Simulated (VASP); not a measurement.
Set up this calculation in VASP 6.6.1, as the native input.

| Quantity | Value |
| --- | --- |
| Task | single point |
| Functional | r2SCAN |
| Potentials or basis | VASP PAW PBE potentials, release 64 (Ti_sv, O) |
| Cutoff | 660 eV |
| k mesh | 12 × 12 × 6 |
| Occupations | gaussian, width 0.1 eV |
| Spin | no spin polarisation |
| Dipole correction | no |
| Further INCAR settings | ALGO = Normal; EDIFF = 1e-06; NBANDS = 22 |

The system is Ti2O.

```
CELL_PARAMETERS angstrom
2.91940 0.00000 0.00000
-1.45970 2.52827 0.00000
0.00000 0.00000 4.71300
ATOMIC_POSITIONS crystal
Ti 0.66667 0.33333 0.27874
Ti 0.33333 0.66667 0.72126
O 0.00000 0.00000 0.00000
```

One way to write it, as run:

POSCAR

```
Ti2O
1.0
    2.9193980238      0.0000000000      0.0000000000
   -1.4596990119      2.5282728524      0.0000000000
    0.0000000000      0.0000000000      4.7130000000
Ti O
2 1
Direct
    0.6666666667      0.3333333333      0.2787400000
    0.3333333333      0.6666666667      0.7212600000
    0.0000000000      0.0000000000      0.0000000000
```

INCAR.step1

```
PREC     = Accurate       # precision mode
ENCUT    = 660            # plane-wave cutoff, eV
ISMEAR   = 0              # smearing method
SIGMA    = 0.1            # smearing width, eV
LREAL    = F              # projectors in reciprocal space
LASPH    = T              # aspherical terms in the spheres
NELM     = 120            # most SCF steps
NBANDS   = 22             # bands
GGA      = PE             # functional
ALGO     = Normal         # electronic algorithm
EDIFF    = 1E-5           # SCF threshold, eV
LWAVE    = T              # write WAVECAR
LCHARG   = F              # write CHGCAR
GGA_COMPAT= F
```

INCAR.step2

```
PREC     = Accurate       # precision mode
ENCUT    = 660            # plane-wave cutoff, eV
EDIFF    = 1E-6           # SCF threshold, eV
ISMEAR   = 0              # smearing method
SIGMA    = 0.1            # smearing width, eV
LREAL    = F              # projectors in reciprocal space
LASPH    = T              # aspherical terms in the spheres
NELM     = 120            # most SCF steps
ALGO     = Normal         # electronic algorithm
ISIF     = 2              # what is computed and relaxed
LWAVE    = F              # write WAVECAR
LCHARG   = F              # write CHGCAR
METAGGA  = R2SCAN         # meta-GGA
LMIXTAU  = T            
NBANDS   = 22             # bands
ISTART   = 1            
GGA_COMPAT= F
```

KPOINTS

```
Automatic mesh
0
Gamma
  12 12 6
```

Potentials or basis: VASP PAW PBE potentials, release 64 (Ti_sv, O).

Run with:

```console
$ cat potpaw_PBE.64/Ti_sv/POTCAR potpaw_PBE.64/O/POTCAR > POTCAR
$ cp INCAR.step1 INCAR
$ mpirun -np 1 vasp_std > vasp.out
$ cp INCAR.step2 INCAR
$ mpirun -np 1 vasp_std > vasp.out
```

It gave:

The pressure is 10.0 GPa. The largest force is 1.010 eV/Å and the band gap on the k mesh is zero (bands 15 and 16 overlap by 0.90 eV).

Caveat: the cell stands under pressure; the PAW data sets were made with another functional, which shifts forces and pressure a little.

It took 4.9 min on 1 thread of Intel(R) Xeon(R) Platinum 8488C (Sapphire Rapids) (shared host), peak memory 0.24 GiB.
